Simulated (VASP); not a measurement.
Wanted: the native input for a VASP 6.6.1 run.

* Task: single point
* Functional: LDA
* Potentials or basis: VASP PAW LDA potentials, release 64 (Ba_sv, Ti_sv, O)
* Cutoff: 520 eV
* k mesh: 8 × 8 × 8
* Occupations: fermi-dirac, width 0.05 eV
* Spin: no spin polarisation
* Dipole correction: no
* Further INCAR settings: ALGO = Normal; EDIFF = 1e-06; NBANDS = 28

The structure of BaTiO3 lies in POSCAR:

```
BaTiO3
1.0
    3.9938975588      0.0000000000      0.0000000000
    0.0000000000      3.9938975588      0.0000000000
    0.0000000000      0.0000000000      3.9938975588
Ba Ti O
1 1 3
Direct
    0.5000000000      0.5000000000      0.5000000000
    0.0000000000      0.0000000000      0.0000000000
    0.5000000000      0.0000000000      0.0000000000
    0.0000000000      0.5000000000      0.0000000000
    0.0000000000      0.0000000000      0.5000000000
```

This cell differs from its parent crystal: volume scaled by 0.99.

These files were run (other wordings do the same):

INCAR

```
SYSTEM = BaTiO3
PREC = Accurate
ENCUT = 520
EDIFF = 1E-6
ISMEAR = -1
SIGMA = 0.05
LREAL = .FALSE.
LASPH = .TRUE.
NELM = 80
ALGO = Normal
ISIF = 2
LWAVE = .FALSE.
LCHARG = .FALSE.
GGA = CA
NBANDS = 28
```

KPOINTS

```
regular mesh
0
G
  8 8 8
  0 0 0
```

Potentials or basis: VASP PAW LDA potentials, release 64 (Ba_sv, Ti_sv, O).

Run with:

```bash
$ cat potpaw_LDA.64/Ba_sv/POTCAR potpaw_LDA.64/Ti_sv/POTCAR potpaw_LDA.64/O/POTCAR > POTCAR
$ mpirun -np 1 vasp_std > vasp.out
```

Results of the run:

The pressure is -5.8 GPa and the band gap on the k mesh is 1.67 eV, indirect (least direct gap 1.80 eV).

Caveat: spin-orbit coupling is left out, which moves the levels of the heavy elements.

It took 54 s on 1 thread of Intel Xeon 6975P-C, on a shared host, peak memory 0.19 GiB.
